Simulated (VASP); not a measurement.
# BiTe (C2/m) in VASP: notebook

Runs on BiTe. Level: PBEsol. Tasks: single point.

All numbers are computed with VASP 6.6.1; they aren't measurements. Logs are shortened: lines on timing, memory, paths and dates and some standing lists are left out, and cuts for length are marked.

## (1) The cell of the first run

Symmetry: C2/m, No. 12, monoclinic system. The conventional cell has a = 7.233 Å, b = 4.700 Å, c = 4.394 Å, α = 90.00°, β = 115.55°, γ = 90.00°. Within 4.2 Å of Bi (site symmetry 2/m) lie 6 Te at 3.22 to 3.32 Å. Te (site symmetry 2/m) has 6 Bi at 3.22 to 3.32 Å within 4.2 Å.

## (2) Single point, PBEsol (strain -0.0300 x Voigt [1, -1, 0, 0, 0, 0])

INCAR

```
  PREC = Accurate
  ENCUT = 520
  EDIFF = 1E-7
  ISMEAR = 0
  SIGMA = 0.15
  LREAL = F
  LASPH = T
  NELM = 60
  ALGO = Normal
  ISIF = 2
  LWAVE = F
  LCHARG = T
  GGA = PS
  LELF = T
  LVHAR = T
  NBANDS = 18
```

KPOINTS

```
regular mesh
0
Gamma
  12 12 12
```

POSCAR

```
BiTe
1.0
    2.3500265396      1.4407135143      3.3172919545
   -2.3500265396      1.4407135143      3.3172919545
    0.0000000000     -2.8814270287      3.3172919545
Bi Te
1 1
Direct
    0.5000000000      0.5000000000      0.5000000000
    0.0000000000      0.0000000000      0.0000000000
```

Potentials or basis: VASP PAW PBE potentials, release 64 (Bi_d, Te).

The run is started by

```sh
$ cat potpaw_PBE.64/Bi_d/POTCAR potpaw_PBE.64/Te/POTCAR > POTCAR
$ mpirun -np 1 vasp_std > vasp.out
```

OUTCAR:

```text
PREC = Accurate
   ENCUT = 520
   EDIFF = 1E-7
   ISMEAR = 0
   LREAL = F
   LASPH = T
   NELM = 60
   ISIF = 2
   GGA = PS

 ion  position               nearest neighbor table
   1  0.500  0.500  0.500-   2 3.22   2 3.22   2 3.22   2 3.22   2 3.32   2 3.32
   2  0.000  0.000  0.000-   1 3.22   1 3.22   1 3.22   1 3.22   1 3.32   1 3.32

  LATTYP: Found a base centered monoclinic cell.
 ALAT       =     7.2332790190
 B/A-ratio  =     0.6497818025
 C/A-ratio  =     0.6074670359
 COS(beta)  =    -0.4312457881

  Lattice vectors:

 A1 = (  -2.3500265396,  -1.4407135143,  -3.3172919545)
 A2 = (   2.3500265396,  -1.4407135143,  -3.3172919545)
 A3 = (   0.0000000000,  -2.8814270287,   3.3172919545)

Analysis of symmetry for initial positions (statically):
=====================================================================
 Subroutine PRICEL returns:
 Original cell was already a primitive cell.

 Routine SETGRP: Setting up the symmetry group for a
 base centered monoclinic supercell.

 Subroutine GETGRP returns: Found  4 space group operations
 (whereof  4 operations were pure point group operations)
 out of a pool of  4 trial point group operations.

The static configuration has the point symmetry C_2h.

Analysis of symmetry for dynamics (positions and initial velocities):
=====================================================================
 Subroutine PRICEL returns:
 Original cell was already a primitive cell.

 Routine SETGRP: Setting up the symmetry group for a
 base centered monoclinic supercell.

 Subroutine GETGRP returns: Found  4 space group operations
 (whereof  4 operations were pure point group operations)
 out of a pool of  4 trial point group operations.

The dynamic configuration has the point symmetry C_2h.

 Subroutine INISYM returns: Found  4 space group operations
 (whereof  4 operations are pure point group operations),
 and found     1 'primitive' translations

----------------------------------------------------------------------------------------

                                     Primitive cell

  volume of cell :      67.3884

  direct lattice vectors                    reciprocal lattice vectors
     2.350026540  1.440713514  3.317291954     0.212763555  0.115683420  0.100483568
    -2.350026540  1.440713514  3.317291954    -0.212763555  0.115683420  0.100483568
     0.000000000 -2.881427029  3.317291954     0.000000000 -0.231366840  0.100483568

  length of vectors
     4.313085448  4.313085448  4.393978565     0.262198267  0.262198267  0.252245044

  position of ions in fractional coordinates (direct lattice)
     0.500000000  0.500000000  0.500000000
     0.000000000  0.000000000  0.000000000

  ion indices of the primitive-cell ions
   primitive index   ion index
                 1           1
                 2           2

----------------------------------------------------------------------------------------

 KPOINTS: regular mesh

Automatic generation of k-mesh.
 Grid dimensions read from file:
 generate k-points for:   12   12   12

 Generating k-lattice:

  Cartesian coordinates                     Fractional coordinates (reciprocal lattice)
     0.017730296  0.009640285  0.008373631     0.083333333 -0.000000000 -0.000000000
    -0.017730296  0.009640285  0.008373631    -0.000000000  0.083333333 -0.000000000
     0.000000000 -0.019280570  0.008373631     0.000000000  0.000000000  0.083333333

  Length of vectors
     0.021849856  0.021849856  0.021020420

  Shift w.r.t. Gamma in fractional coordinates (k-lattice)
     0.000000000  0.000000000  0.000000000

 Subroutine IBZKPT returns following result:
 ===========================================

 Found    476 irreducible k-points:

 Following reciprocal coordinates:
            Coordinates               Weight
  0.000000  0.000000  0.000000      1.000000
  0.083333 -0.000000  0.000000      4.000000
  0.166667  0.000000  0.000000      4.000000
  0.250000  0.000000  0.000000      4.000000
  0.333333  0.000000  0.000000      4.000000
  0.416667  0.000000  0.000000      4.000000
[... 16 lines left out ...]
  0.500000  0.166667  0.000000      4.000000
 -0.416667  0.166667  0.000000      4.000000
 [... further k-points ...]
   k-points           NKPTS =    476   k-points in BZ     NKDIM =    476   number of bands    NBANDS=     18
   number of dos      NEDOS =    301   number of ions     NIONS =      2
   total plane-waves  NPLWV =  36864
   dimension x,y,z NGX =    32 NGY =   32 NGZ =   36
   dimension x,y,z NGXF=    64 NGYF=   64 NGZF=   72
   ions per type =               1   1
   NGX,Y,Z   is equivalent  to a cutoff of  12.33, 12.33, 13.62 a.u.
   NGXF,Y,Z  is equivalent  to a cutoff of  24.67, 24.67, 27.24 a.u.
 SYSTEM =  unknown system
   PREC   = accura    normal or accurate (medium, high low for compatibility)
   ISTART =      0    job   : 0-new  1-cont  2-samecut
   ICHARG =      2    charge: 1-file 2-atom 10-const
   ISPIN  =      1    spin polarized calculation?
   LNONCOLLINEAR =      F non collinear calculations
   LSORBIT =      F    spin-orbit coupling
   LASPH  =      T    aspherical Exc in radial PAW
   ENCUT  =  520.0 eV  38.22 Ry    6.18 a.u.   8.02  8.02  8.17*2*pi/ulx,y,z
   NELM   =     60;   NELMIN=  2; NELMDL= -5     # of ELM steps
   EDIFF  = 0.1E-06   stopping-criterion for ELM
   LREAL  =      F    real-space projection
   EDIFFG = 0.1E-05   stopping-criterion for IOM
   NSW    =      0    number of steps for IOM
   IBRION =     -1    ionic relax: 0-MD 1-quasi-New 2-CG
   NFREE  =      0    steps in history (QN), initial steepest desc. (CG)
   ISIF   =      2    stress and relaxation
   ISYM   =      2    0-nonsym 1-usesym 2-fastsym
   POTIM  = 0.5000    time-step for ionic-motion
   TEBEG  =    0.0;   TEEND  =   0.0 temperature during run
   PSTRESS=    0.0 pullay stress
   NELECT =      21.0000    total number of electrons
   NUPDOWN=      -1.0000    fix difference up-down
   EMIN   =  10.00;   EMAX   =-10.00  energy-range for DOS
   EFERMI =   0.00;   METHOD = LEGACY
   ISMEAR =     0;   SIGMA  =   0.15  broadening in eV -4-tet -1-fermi 0-gaus
   EFERMI_NEDOS =   21; number of points for ismear=-14 and -15
   IALGO  =     38    algorithm
   IMIX   =      4    mixing-type and parameters
     AMIX     =   0.40;   BMIX     =  1.00
     AMIX_MAG =   1.60;   BMIX_MAG =  1.00
  volume/ion in A,a.u.               =      33.69       227.38
  Fermi-wavevector in a.u.,A,eV,Ry     =   1.109906  2.097418 16.760895  1.231891
  Thomas-Fermi vector in A             =   2.246451
   LORBIT       =      0    0 simple, 1 ext, 2 COOP (PROOUT), +10 PAW based schemes
   GGA     = PS    functional components
   LHFCALC =     F    Hartree Fock is set to
   AEXX    =    0.0000 exact exchange contribution
   IVDW    =     0    specifies the selected vdW correction
   LEPSILON=     F    determine dielectric tensor
   LRPA    =     F    only Hartree local field effects (RPA)
 non-spin polarized calculation
 Gauss-broadening in eV      SIGMA  =   0.15
  energy-cutoff  :      520.00
  volume of cell :       67.39
 maximum number of plane-waves:      1836
   NGX = 17   NGY = 17   NGZ = 17

 number of electron      21.0000005 magnetization

 Free energy of the ion-electron system (eV)
  ---------------------------------------------------
  ext. energy  EPLUGINS =         0.00000000
  ---------------------------------------------------
  free energy    TOTEN  =        -7.97682601 eV

  energy without entropy =       -7.96144188  energy(sigma->0) =       -7.96913394

 E-fermi :   6.5079     XC(G=0):  -9.6360

 val. band max:        6.5050179553   @ k =  -0.4167   0.2500   0.5000
 cond. band min:       6.5082008487   @ k =   0.5000   0.0000   0.0833
 fundamental gap:      0.0031828934
 Fermi energy:         6.5078731469

 k-point     1 :       0.0000    0.0000    0.0000
  band No.  band energies     occupation
      1     -16.6186      2.00000
      2     -16.6182      2.00000
      3     -16.6071      2.00000
      4     -16.6018      2.00000
      5     -16.5920      2.00000
      6      -6.9827      2.00000
[... 10 lines left out ...]
     17      13.1328      0.00000
     18      13.4482      0.00000

 k-point     2 :       0.0833   -0.0000    0.0000
  band No.  band energies     occupation
      1     -16.6185      2.00000
      2     -16.6183      2.00000
      3     -16.6066      2.00000
      4     -16.6020      2.00000
      5     -16.5919      2.00000
      6      -6.9223      2.00000
[... 10 lines left out ...]
     17      12.9799      0.00000
     18      13.7725      0.00000

 k-point     3 :       0.1667    0.0000    0.0000
  band No.  band energies     occupation
      1     -16.6193      2.00000
      2     -16.6173      2.00000
      3     -16.6058      2.00000
      4     -16.6021      2.00000
      5     -16.5912      2.00000
      6      -6.7418      2.00000
[... 10 lines left out ...]
     17      13.8966      0.00000
     18      14.4989      0.00000

 k-point     4 :       0.2500    0.0000    0.0000
  band No.  band energies     occupation
      1     -16.6203      2.00000
      2     -16.6161      2.00000
      3     -16.6060      2.00000
      4     -16.6015      2.00000
      5     -16.5899      2.00000
      6      -6.4449      2.00000
[... 10 lines left out ...]
     17      14.9703      0.00000
     18      15.5017      0.00000

 k-point     5 :       0.3333    0.0000    0.0000
  band No.  band energies     occupation
      1     -16.6215      2.00000
      2     -16.6149      2.00000
      3     -16.6069      2.00000
      4     -16.6007      2.00000
      5     -16.5880      2.00000
      6      -6.0379      2.00000
[... 10 lines left out ...]
     17      15.2635      0.00000
     18      16.4835      0.00000

 k-point     6 :       0.4167    0.0000    0.0000
  band No.  band energies     occupation
      1     -16.6223      2.00000
      2     -16.6141      2.00000
      3     -16.6076      2.00000
      4     -16.6002      2.00000
      5     -16.5863      2.00000
      6      -5.5330      2.00000
[... 10 lines left out ...]
     17      15.3899      0.00000
     18      16.2769      0.00000

 k-point     7 :       0.5000    0.0000    0.0000
  band No.  band energies     occupation
      1     -16.6226      2.00000
      2     -16.6138      2.00000
      3     -16.6079      2.00000
      4     -16.6001      2.00000
      5     -16.5856      2.00000
      6      -5.0377      2.00000
[... 10 lines left out ...]
     17      14.5360      0.00000
     18      17.3699      0.00000

 k-point     8 :       0.0833    0.0833    0.0000
  band No.  band energies     occupation
      1     -16.6186      2.00000
      2     -16.6182      2.00000
      3     -16.6058      2.00000
      4     -16.6024      2.00000
      5     -16.5919      2.00000
      6      -6.9053      2.00000
[... 10 lines left out ...]
     17      13.1640      0.00000
     18      13.6428      0.00000
[... 229 lines left out ...]
     17      13.6071      0.00000
     18      13.8816      0.00000

 k-point    20 :       0.2500    0.1667    0.0000
  band No.  band energies     occupation
      1     -16.6187      2.00000
      2     -16.6181      2.00000
      3     -16.6056      2.00000
      4     -16.6001      2.00000
      5     -16.5904      2.00000
      6      -6.4767      2.00000
[... 10 lines left out ...]
     17      13.9337      0.00000
     18      14.5536      0.00000

 k-point    21 :       0.3333    0.1667   -0.0000
  band No.  band energies     occupation
      1     -16.6193      2.00000
      2     -16.6176      2.00000
      3     -16.6069      2.00000
      4     -16.5987      2.00000
      5     -16.5887      2.00000
      6      -6.1676      2.00000
[... 10 lines left out ...]
     17      14.8178      0.00000
     18      15.6613      0.00000

 k-point    22 :       0.4167    0.1667   -0.0000
  band No.  band energies     occupation
      1     -16.6203      2.00000
      2     -16.6166      2.00000
      3     -16.6078      2.00000
      4     -16.5981      2.00000
      5     -16.5870      2.00000
      6      -5.7636      2.00000
[... 10 lines left out ...]
     17      16.0494      0.00000
     18      16.2862      0.00000

 k-point    23 :       0.5000    0.1667    0.0000
  band No.  band energies     occupation
      1     -16.6213      2.00000
      2     -16.6153      2.00000
      3     -16.6080      2.00000
      4     -16.5982      2.00000
      5     -16.5862      2.00000
      6      -5.2848      2.00000
[... 10 lines left out ...]
     17      16.6107      0.00000
     18      17.3176      0.00000

 k-point    24 :      -0.4167    0.1667    0.0000
  band No.  band energies     occupation
      1     -16.6220      2.00000
      2     -16.6142      2.00000
      3     -16.6075      2.00000
      4     -16.5987      2.00000
      5     -16.5867      2.00000
      6      -4.9799      2.00000
[... 10 lines left out ...]
     17      15.6064      0.00000
     18      16.6261      0.00000

 [... further k-points ...]
[... 5 lines left out ...]
  --------------------------------------------------------------------------------------
  -------------------------------------------------------------------------------------
  Total       -0.6636927     -1.4660900     -0.9279052      0.0000000     -0.4247055      0.0000000
  in kB      -15.7794660    -34.8566683    -22.0611859      0.0000000    -10.0974836      0.0000000
  external PRESSURE =     -24.2324401 kB  Pullay stress =       0.0000000 kB

 VOLUME and BASIS-vectors are now :
 -----------------------------------------------------------------------------
  energy-cutoff  :      520.00
  volume of cell :       67.39
      direct lattice vectors                 reciprocal lattice vectors
     2.350026540  1.440713514  3.317291954     0.212763555  0.115683420  0.100483568
    -2.350026540  1.440713514  3.317291954    -0.212763555  0.115683420  0.100483568
     0.000000000 -2.881427029  3.317291954     0.000000000 -0.231366840  0.100483568

 POSITION                                       TOTAL-FORCE (eV/Angst)
 -----------------------------------------------------------------------------------
      0.00000     -0.00000      4.97594        -0.000000      0.000000      0.000000
      0.00000      0.00000      0.00000         0.000000     -0.000000     -0.000000
 -----------------------------------------------------------------------------------
    total drift:                               -0.000000      0.000000     -0.000000

  FREE ENERGIE OF THE ION-ELECTRON SYSTEM (eV)
  ---------------------------------------------------
  free  energy   TOTEN  =        -7.9768260075 eV

  energy  without entropy=       -7.9614418792  energy(sigma->0) =       -7.96913394
```

Run time: 5.1 min. Hardware: 1 thread of Intel Xeon Platinum 8488C (Sapphire Rapids), shared host; peak memory 0.64 GiB.

Results:

```yaml
Free_energy: -7.9768 eV
Pressure: -2.4 GPa
```

Stress tensor (GPa, compression positive):
```
-1.58  0.00  0.00
 0.00 -3.49 -1.01
 0.00 -1.01 -2.21
```

Caveat: the cell differs from its parent crystal (strain -0.0300 x Voigt [1, -1, 0, 0, 0, 0]); the PAW data sets were made with another functional, which shifts forces and pressure a little; spin-orbit coupling is left out, which moves the levels of the heavy elements.

## (3) Single point, PBEsol (strain +0.0300 x Voigt [1, -1, 0, 0, 0, 0])

INCAR

```
PREC     = Accurate       # precision mode
ENCUT    = 520            # plane-wave cutoff, eV
EDIFF    = 1E-7           # SCF threshold, eV
ISMEAR   = 0              # smearing method
SIGMA    = 0.15           # smearing width, eV
LREAL    = False          # projectors in reciprocal space
LASPH    = True           # aspherical terms in the spheres
NELM     = 60             # most SCF steps
ALGO     = Normal         # electronic algorithm
ISIF     = 2              # what is computed and relaxed
LWAVE    = False          # write WAVECAR
LCHARG   = False          # write CHGCAR
GGA      = PS             # functional
NBANDS   = 18             # bands
```

KPOINTS is that of step 2.

POSCAR

```
BiTe
1.0
    2.4953890060      1.3567884553      3.3172919545
   -2.4953890060      1.3567884553      3.3172919545
    0.0000000000     -2.7135769105      3.3172919545
Bi Te
1 1
Direct
    0.5000000000      0.5000000000      0.5000000000
    0.0000000000      0.0000000000      0.0000000000
```

Potentials or basis: VASP PAW PBE potentials, release 64 (Bi_d, Te).

The run is started by

```sh
$ cat potpaw_PBE.64/Bi_d/POTCAR potpaw_PBE.64/Te/POTCAR > POTCAR
$ mpirun -np 1 vasp_std > vasp.out
```

Wall time 8.4 min (1 thread of Oxide Virtual Turin-like, shared host); peak memory 0.6 GiB.

The run converged. Its results:

| Property | Result |
| --- | --- |
| Free energy | -7.9758 eV |
| Pressure | -2.4 GPa |

Stress tensor (GPa, compression positive):
```
-3.67  0.00  0.00
 0.00 -1.39  1.15
 0.00  1.15 -2.16
```

Levels at points of the mesh, in eV from the Fermi level:
```csv
k point,band 7,band 8,band 9,band 10,band 11,band 12,band 13,band 14
"(0.00, 0.00, 0.00)",-8.28,-2.99,-2.89,-1.49,1.78,2.35,2.81,3.80
"(0.50, 0.00, 0.00)",-11.39,-1.78,-1.68,-1.02,-0.84,-0.53,0.31,6.32
"(0.50, 0.50, 0.00)",-10.25,-5.70,-4.64,-3.13,2.40,3.08,3.71,5.01
"(0.00, 0.00, 0.50)",-11.30,-2.05,-1.94,-1.24,-1.00,-0.75,0.29,6.78
"(0.50, 0.00, 0.50)",-9.83,-5.57,-4.42,-3.33,2.35,2.75,3.87,4.37
"(0.50, 0.50, 0.50)",-10.96,-2.44,-2.39,-2.04,-1.68,-1.34,-1.06,7.90
```

Caveat: the cell differs from its parent crystal (strain +0.0300 x Voigt [1, -1, 0, 0, 0, 0]); the PAW data sets were made with another functional, which shifts forces and pressure a little; spin-orbit coupling is left out, which moves the levels of the heavy elements.
